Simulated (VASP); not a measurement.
# Y (Cmcm) in VASP: single point with PBE

Aim: the single point of Y with PBE.

Everything below comes from runs of VASP 6.6.1. Logs are shortened: lines on timing, memory, paths and dates and some standing lists are left out, and cuts for length are marked.

**1. The cell of the first run**

The structure is orthorhombic, space group Cmcm (No. 63). Conventional cell: a = 3.000 Å, b = 6.167 Å, c = 5.200 Å, α = 90.00°, β = 90.00°, γ = 90.00°. Y (site symmetry m2m) has 12 Y at 2.90 to 3.49 Å within 3.8 Å.

**2. Single point, PBE**

File POSCAR:

```
Y
1.0
    2.9995470000      0.0000000000      0.0000000000
    1.4997740000     -3.0835100000      0.0000000000
    0.0000000000      0.0000000000     -5.2004050000
Y
2
Direct
    0.1050000000      0.7900000000      0.7500000000
    0.8950000000      0.2100000000      0.2500000000
```

File INCAR.step1:

```
ALGO = Normal ; EDIFF = 1E-6
ENCUT = 520 ; GGA = PE
ISIF = 2 ; ISMEAR = -1
LASPH = True ; LCHARG = True
LMAXMIX = 4 ; LREAL = False
LWAVE = False ; NBANDS = 18
NELM = 80 ; PREC = Accurate
SIGMA = 0.1
```

File KPOINTS.step1:

```
k-points
0
Gamma
  12 12 7
```

File INCAR.step2:

```
ALGO = Normal ; EDIFF = 1E-6
ENCUT = 520 ; GGA = PE
ICHARG = 11 ; ISIF = 2
ISMEAR = -5 ; LASPH = True
LCHARG = False ; LMAXMIX = 4
LORBIT = 11 ; LREAL = False
LWAVE = False ; NEDOS = 2001
NELM = 80 ; PREC = Accurate
SIGMA = 0.1
```

File KPOINTS.step2:

```
k-points
0
Gamma
  18 18 11
```

Potentials or basis: VASP PAW PBE potentials, release 64 (Y_sv).

On the command line:

```bash
cat potpaw_PBE.64/Y_sv/POTCAR > POTCAR
cp INCAR.step1 INCAR
cp KPOINTS.step1 KPOINTS
mpirun -np 1 vasp_std > vasp.out
cp INCAR.step2 INCAR
cp KPOINTS.step2 KPOINTS
mpirun -np 1 vasp_std > vasp.out
```

OUTCAR:

```text
EDIFF = 1E-6
   ENCUT = 520
   GGA = PE
   ICHARG = 11
   ISIF = 2
   ISMEAR = -5
   LASPH = True
   LORBIT = 11
   LREAL = False
   NELM = 80
   PREC = Accurate

 ion  position               nearest neighbor table
   1  0.105  0.790  0.750-   2 2.90   2 2.90   2 3.49   2 3.49   2 3.49   2 3.49   2 4.18   2 4.18
                             2 4.18   2 4.18
   2  0.895  0.210  0.250-   1 2.90   1 2.90   1 3.49   1 3.49   1 3.49   1 3.49   1 4.18   1 4.18
                             1 4.18   1 4.18

  LATTYP: Found a base centered orthorhombic cell.
 ALAT       =     2.9995470000
 B/A-ratio  =     2.0559837869
 C/A-ratio  =     1.7337301266

  Lattice vectors:

 A1 = (   1.4997730000,   3.0835100000,   0.0000000000)
 A2 = (   1.4997740000,  -3.0835100000,   0.0000000000)
 A3 = (   0.0000000000,   0.0000000000,  -5.2004050000)

Analysis of symmetry for initial positions (statically):
=====================================================================
 Subroutine PRICEL returns:
 Original cell was already a primitive cell.

 Routine SETGRP: Setting up the symmetry group for a
 base centered orthorhombic supercell.

 Subroutine GETGRP returns: Found  8 space group operations
 (whereof  4 operations were pure point group operations)
 out of a pool of  8 trial point group operations.

The static configuration has the point symmetry C_2h.
 The point group associated with its full space group is D_2h.

Analysis of symmetry for dynamics (positions and initial velocities):
=====================================================================
 Subroutine PRICEL returns:
 Original cell was already a primitive cell.

 Routine SETGRP: Setting up the symmetry group for a
 base centered orthorhombic supercell.

 Subroutine GETGRP returns: Found  8 space group operations
 (whereof  4 operations were pure point group operations)
 out of a pool of  8 trial point group operations.

The dynamic configuration has the point symmetry C_2h.
 The point group associated with its full space group is D_2h.

 Subroutine INISYM returns: Found  8 space group operations
 (whereof  4 operations are pure point group operations),
 and found     1 'primitive' translations

----------------------------------------------------------------------------------------

                                     Primitive cell

  volume of cell :      48.0992

  direct lattice vectors                    reciprocal lattice vectors
     2.999547000  0.000000000  0.000000000     0.333383674  0.162152925  0.000000000
     1.499774000 -3.083510000  0.000000000     0.000000000 -0.324305742  0.000000000
     0.000000000  0.000000000 -5.200405000     0.000000000  0.000000000 -0.192292716

  length of vectors
     2.999547000  3.428900111  5.200405000     0.370726645  0.324305742  0.192292716

  position of ions in fractional coordinates (direct lattice)
     0.105000000  0.790000000  0.750000000
     0.895000000  0.210000000  0.250000000

  ion indices of the primitive-cell ions
   primitive index   ion index
                 1           1
                 2           2

----------------------------------------------------------------------------------------

 KPOINTS: k-points

Automatic generation of k-mesh.
 Grid dimensions read from file:
 generate k-points for:   18   18   11

 Generating k-lattice:

  Cartesian coordinates                     Fractional coordinates (reciprocal lattice)
     0.018521315  0.009008496  0.000000000     0.055555556 -0.000000000  0.000000000
     0.000000000 -0.018016986  0.000000000     0.000000000  0.055555556  0.000000000
     0.000000000  0.000000000 -0.017481156     0.000000000  0.000000000  0.090909091

  Length of vectors
     0.020595925  0.018016986  0.017481156

  Shift w.r.t. Gamma in fractional coordinates (k-lattice)
     0.000000000  0.000000000  0.000000000

 TETIRR: Found   8685 inequivalent tetrahedra from    21384

 Subroutine IBZKPT returns following result:
 ===========================================

 Found    546 irreducible k-points:

 Following reciprocal coordinates:
            Coordinates               Weight
  0.000000  0.000000  0.000000      1.000000
  0.055556  0.000000  0.000000      4.000000
  0.111111  0.000000  0.000000      4.000000
  0.166667  0.000000  0.000000      4.000000
  0.222222  0.000000  0.000000      4.000000
  0.277778  0.000000  0.000000      4.000000
[... 16 lines left out ...]
 -0.277778  0.055556  0.000000      4.000000
 -0.222222  0.055556  0.000000      4.000000
 [... further k-points ...]
   k-points           NKPTS =    546   k-points in BZ     NKDIM =    546   number of bands    NBANDS=     15
   number of dos      NEDOS =   2001   number of ions     NIONS =      2
   total plane-waves  NPLWV =  26880
   dimension x,y,z NGX =    24 NGY =   28 NGZ =   40
   dimension x,y,z NGXF=    48 NGYF=   56 NGZF=   80
   ions per type =               2
   NGX,Y,Z   is equivalent  to a cutoff of  13.30, 13.58, 12.79 a.u.
   NGXF,Y,Z  is equivalent  to a cutoff of  26.60, 27.15, 25.57 a.u.
 SYSTEM =  unknown system
   PREC   = accura    normal or accurate (medium, high low for compatibility)
   ISTART =      0    job   : 0-new  1-cont  2-samecut
   ICHARG =     11    charge: 1-file 2-atom 10-const
   ISPIN  =      1    spin polarized calculation?
   LNONCOLLINEAR =      F non collinear calculations
   LSORBIT =      F    spin-orbit coupling
   LASPH  =      T    aspherical Exc in radial PAW
   ENCUT  =  520.0 eV  38.22 Ry    6.18 a.u.   5.58  6.38  9.67*2*pi/ulx,y,z
   NELM   =     80;   NELMIN=  2; NELMDL=  0     # of ELM steps
   EDIFF  = 0.1E-05   stopping-criterion for ELM
   LREAL  =      F    real-space projection
   EDIFFG = 0.1E-04   stopping-criterion for IOM
   NSW    =      0    number of steps for IOM
   IBRION =     -1    ionic relax: 0-MD 1-quasi-New 2-CG
   NFREE  =      0    steps in history (QN), initial steepest desc. (CG)
   ISIF   =      2    stress and relaxation
   ISYM   =      2    0-nonsym 1-usesym 2-fastsym
   POTIM  = 0.5000    time-step for ionic-motion
   TEBEG  =    0.0;   TEEND  =   0.0 temperature during run
   PSTRESS=    0.0 pullay stress
   NELECT =      22.0000    total number of electrons
   NUPDOWN=      -1.0000    fix difference up-down
   EMIN   =  10.00;   EMAX   =-10.00  energy-range for DOS
   EFERMI =   0.00;   METHOD = LEGACY
   ISMEAR =    -5;   SIGMA  =   0.10  broadening in eV -4-tet -1-fermi 0-gaus
   EFERMI_NEDOS =   21; number of points for ismear=-14 and -15
   IALGO  =     38    algorithm
   IMIX   =      4    mixing-type and parameters
     AMIX     =   0.40;   BMIX     =  1.00
     AMIX_MAG =   1.60;   BMIX_MAG =  1.00
  volume/ion in A,a.u.               =      24.05       162.29
  Fermi-wavevector in a.u.,A,eV,Ry     =   1.261352  2.383610 21.646992  1.591009
  Thomas-Fermi vector in A             =   2.394815
   LORBIT       =     11    0 simple, 1 ext, 2 COOP (PROOUT), +10 PAW based schemes
   GGA     = PE    functional components
   LHFCALC =     F    Hartree Fock is set to
   AEXX    =    0.0000 exact exchange contribution
   IVDW    =     0    specifies the selected vdW correction
   LEPSILON=     F    determine dielectric tensor
   LRPA    =     F    only Hartree local field effects (RPA)
 non-spin polarized calculation
 Fermi weights with tetrahedron method with Bloechl corrections
  energy-cutoff  :      520.00
  volume of cell :       48.10
 maximum number of plane-waves:      1317

 number of electron      21.9999999 magnetization

 Free energy of the ion-electron system (eV)
  ---------------------------------------------------
  ext. energy  EPLUGINS =         0.00000000
  ---------------------------------------------------
  free energy    TOTEN  =       -11.74893930 eV

  energy without entropy =      -11.74893930  energy(sigma->0) =      -11.74893930

 E-fermi :   4.5823     XC(G=0): -10.7048

 val. band max:        4.6058828358   @ k =  -0.0556   0.2778   0.0000
 cond. band min:       4.5405887474   @ k =   0.0000   0.2778   0.3636
 fundamental gap:     -0.0652940883
 Fermi energy:         4.5822529223

 k-point     1 :       0.0000    0.0000    0.0000
  band No.  band energies     occupation
      1     -37.5905      2.00000
      2     -37.2862      2.00000
      3     -18.5227      2.00000
      4     -17.2134      2.00000
      5     -16.8966      2.00000
      6     -16.7939      2.00000
      7     -16.7248      2.00000
      8     -16.6893      2.00000
      9      -0.2589      2.00000
     10       2.4839      2.00000
     11       5.3028      0.00000
     12       5.5158      0.00000
     13       6.4010      0.00000
     14       7.4577      0.00000
     15       7.5035      0.00000

 k-point     2 :       0.0556    0.0000    0.0000
  band No.  band energies     occupation
      1     -37.5835      2.00000
      2     -37.2809      2.00000
      3     -18.5104      2.00000
      4     -17.2182      2.00000
      5     -16.9074      2.00000
      6     -16.8437      2.00000
      7     -16.7324      2.00000
      8     -16.7247      2.00000
      9      -0.1523      2.00000
     10       2.5752      2.00000
     11       5.3439      0.00000
     12       5.6555      0.00000
     13       6.1855      0.00000
     14       7.3828      0.00000
     15       7.5425      0.00000

 k-point     3 :       0.1111    0.0000    0.0000
  band No.  band energies     occupation
      1     -37.5630      2.00000
      2     -37.2659      2.00000
      3     -18.4745      2.00000
      4     -17.2340      2.00000
      5     -17.0083      2.00000
      6     -16.9150      2.00000
      7     -16.8525      2.00000
      8     -16.7244      2.00000
      9       0.1535      2.00000
     10       2.8301      2.00000
     11       5.4669      0.00000
     12       5.6409      0.00000
     13       6.0350      0.00000
     14       7.2857      0.00000
     15       7.5429      0.00000

 k-point     4 :       0.1667    0.0000    0.0000
  band No.  band energies     occupation
      1     -37.5313      2.00000
      2     -37.2428      2.00000
      3     -18.4186      2.00000
      4     -17.2897      2.00000
      5     -17.1964      2.00000
      6     -17.0476      2.00000
      7     -16.9360      2.00000
      8     -16.7246      2.00000
      9       0.6191      2.00000
     10       3.1882      2.00000
     11       4.9716     -0.06241
     12       5.5799      0.00000
     13       6.5737      0.00000
     14       7.1776      0.00000
     15       7.2190      0.00000
[... 307 lines left out ...]
 k-point    22 :      -0.3333    0.0556    0.0000
  band No.  band energies     occupation
      1     -37.3976      2.00000
      2     -37.1544      2.00000
      3     -18.1586      2.00000
      4     -18.0588      2.00000
      5     -17.7377      2.00000
      6     -17.3327      2.00000
      7     -17.0985      2.00000
      8     -16.7592      2.00000
      9       2.3974      2.00000
     10       3.1475      2.00000
     11       3.5720      2.00000
     12       5.6641      0.00000
     13       6.5403      0.00000
     14       6.8427      0.00000
     15       8.2162      0.00000

 k-point    23 :      -0.2778    0.0556    0.0000
  band No.  band energies     occupation
      1     -37.4363      2.00000
      2     -37.1822      2.00000
      3     -18.2292      2.00000
      4     -17.8243      2.00000
      5     -17.5354      2.00000
      6     -17.3137      2.00000
      7     -17.0709      2.00000
      8     -16.7575      2.00000
      9       2.0057      2.00000
     10       3.6141      2.00000
     11       3.6955      2.00000
     12       5.4855      0.00000
     13       6.6532      0.00000
     14       6.7295      0.00000
     15       8.2757      0.00000

 k-point    24 :      -0.2222    0.0556    0.0000
  band No.  band energies     occupation
      1     -37.4784      2.00000
      2     -37.2121      2.00000
      3     -18.3064      2.00000
      4     -17.5662      2.00000
      5     -17.3600      2.00000
      6     -17.2341      2.00000
      7     -17.0340      2.00000
      8     -16.7541      2.00000
      9       1.4701      2.00000
     10       3.6686      2.00000
     11       4.1820      2.11108
     12       5.3574      0.00000
     13       6.7581      0.00000
     14       6.8128      0.00000
     15       7.3971      0.00000

 [... further k-points ...]

------------------------ aborting loop because EDIFF is reached ----------------------------------------

  FORCE on cell =-STRESS in cart. coord.  units (eV):
  Direction    XX          YY          ZZ          XY          YZ          ZX
  --------------------------------------------------------------------------------------
  -------------------------------------------------------------------------------------
  Total        6.2936986      3.5274417      5.6378481     -0.0000006     -0.0000000      0.0000000
  in kB      209.6420130    117.4984729    187.7957468     -0.0000191     -0.0000000      0.0000000
  external PRESSURE =     171.6454109 kB  Pullay stress =       0.0000000 kB

 VOLUME and BASIS-vectors are now :
 -----------------------------------------------------------------------------
  energy-cutoff  :      520.00
  volume of cell :       48.10
      direct lattice vectors                 reciprocal lattice vectors
     2.999547000  0.000000000  0.000000000     0.333383674  0.162152925  0.000000000
     1.499774000 -3.083510000  0.000000000     0.000000000 -0.324305742  0.000000000
     0.000000000  0.000000000 -5.200405000     0.000000000  0.000000000 -0.192292716

 POSITION                                       TOTAL-FORCE (eV/Angst)
 -----------------------------------------------------------------------------------
      1.49977     -2.43597     -3.90030        -0.000000      0.686638      0.000000
      2.99955     -0.64754     -1.30010         0.000000     -0.686638      0.000000
 -----------------------------------------------------------------------------------
    total drift:                                0.000000      0.000000     -0.000000

  FREE ENERGIE OF THE ION-ELECTRON SYSTEM (eV)
  ---------------------------------------------------
  free  energy   TOTEN  =       -11.7489393018 eV

  energy  without entropy=      -11.7489393018  energy(sigma->0) =      -11.74893930

 total charge

# of ion       s       p       d       f       tot
--------------------------------------------------
    1        2.317   6.280   1.321   0.022   9.939
    2        2.317   6.280   1.321   0.022   9.939
--------------------------------------------------
tot          4.634  12.560   2.641   0.044  19.879
```

Run time: 5.4 min. Hardware: 1 thread of Intel Xeon Platinum 8375C at 2.90GHz (Ice Lake), shared host; peak memory 0.49 GiB.

What came out:

```
Valence electrons inside the program's atomic spheres : Y 9.94
```

Caveat: tetrahedron occupations give inexact forces and stress in metals.
